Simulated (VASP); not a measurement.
Write the native input for VASP 6.6.1 that does the following.

* Task: single point
* Functional: PBE
* Potentials or basis: VASP PAW PBE potentials, release 64 (Sn_d, O)
* Cutoff: 520 eV
* k mesh: 6 × 6 × 8
* Occupations: gaussian, width 0.02 eV
* Spin: no spin polarisation
* Dipole correction: no
* Further INCAR settings: ALGO = Normal; EDIFF = 1e-07; NBANDS = 35

The structure of SnO2 (Cassiterite) lies in POSCAR:

```
SnO2
1.0
    4.9499235847      0.0000000000      0.0000000000
    0.0000000000      4.9499235847      0.0000000000
    0.0000000000      0.0000000000      3.2645633037
Sn O
2 4
Direct
    0.0000000000      0.0000000000      0.0000000000
    0.5000000000      0.5000000000      0.5000000000
    0.3083268571      0.3083268571      0.0000000000
    0.1916731429      0.8083268571      0.5000000000
    0.6916731429      0.6916731429      0.0000000000
    0.8083268571      0.1916731429      0.5000000000
```

This cell differs from its parent crystal: volume scaled by 1.06, then relaxed in part.

The input as run:

INCAR

```
SYSTEM = SnO2
  PREC = Accurate
  ENCUT = 520
  EDIFF = 1E-7
  ISMEAR = 0
  SIGMA = 0.02
  LREAL = .False.
  LASPH = .True.
  NELM = 80
  ALGO = Normal
  ISIF = 2
  LWAVE = .False.
  LCHARG = .False.
  GGA = PE
  NBANDS = 35
```

KPOINTS

```
Automatic mesh
0
Gamma
  6 6 8
  0 0 0
```

Potentials or basis: VASP PAW PBE potentials, release 64 (Sn_d, O).

Command:

```bash
$ cat potpaw_PBE.64/Sn_d/POTCAR potpaw_PBE.64/O/POTCAR > POTCAR
$ mpirun -np 1 vasp_std > vasp.out
```

Results of the run:

| Item | Value |
| --- | --- |
| Pressure | -7.7 GPa |
| Largest force | 0.023 eV/Å |
| Band gap on the k mesh | 0.19 eV, direct |

Caveat: spin-orbit coupling is left out, which moves the levels of the heavy elements.

Run time: 46 s on 1 thread of Intel(R) Xeon(R) 6975P-C (Granite Rapids), with other jobs on the host, peak memory 0.25 GiB.
